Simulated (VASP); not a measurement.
Write the native input for VASP 6.6.1 that does the following.

```
Task                   : single point
Functional             : PBE
Potentials or basis    : VASP PAW PBE potentials, release 64 (Mo_sv, S)
Cutoff                 : 520 eV
k mesh                 : 12 × 12 × 2
Occupations            : gaussian, width 0.02 eV
Spin                   : no spin polarisation
Dipole correction      : no
Further INCAR settings : ALGO = Normal; EDIFF = 1e-06; NBANDS = 35
```

The structure of MoS2 lies in POSCAR:

```
MoS2
1.0
    3.1850687718      0.0000000000      0.0000000000
   -1.5925343859      2.7583504691      0.0000000000
    0.8884801889      0.0000000000     14.8080031482
Mo S
2 4
Direct
    0.6670720345      0.3341440689      0.2500000000
    0.3329279655      0.6658559311      0.7500000000
    0.6956334366      0.3325388257      0.6444798983
    0.3043665634      0.6674611743      0.3555201017
    0.6369053891      0.3325388257      0.8555201017
    0.3630946109      0.6674611743      0.1444798983
```

One way to write it, as run:

INCAR

```
SYSTEM = MoS2
PREC = Accurate ; ENCUT = 520
EDIFF = 1E-6 ; ISMEAR = 0
SIGMA = 0.02 ; LREAL = .False.
LASPH = .True. ; NELM = 80
ALGO = Normal ; ISIF = 2
LWAVE = .False. ; LCHARG = .False.
GGA = PE ; NBANDS = 35
```

KPOINTS

```
regular mesh
0
Gamma
  12 12 2
  0 0 0
```

Potentials or basis: VASP PAW PBE potentials, release 64 (Mo_sv, S).

Launch:

```bash
$ cat potpaw_PBE.64/Mo_sv/POTCAR potpaw_PBE.64/S/POTCAR > POTCAR
$ mpirun -np 1 vasp_std > vasp.out
```

Results of the run:

The pressure is -0.1 GPa and the largest force is 0.011 eV/Å. The band gap on the k mesh is 1.46 eV (least direct gap 1.67 eV).

Caveat: this functional lacks dispersion, which binds layers or chains, so the pressure and a relaxed spacing across them are unreliable.

Wall time 2 min on 1 thread of Intel(R) Xeon(R) 6975P-C (Granite Rapids), on a shared host, peak memory 0.44 GiB.
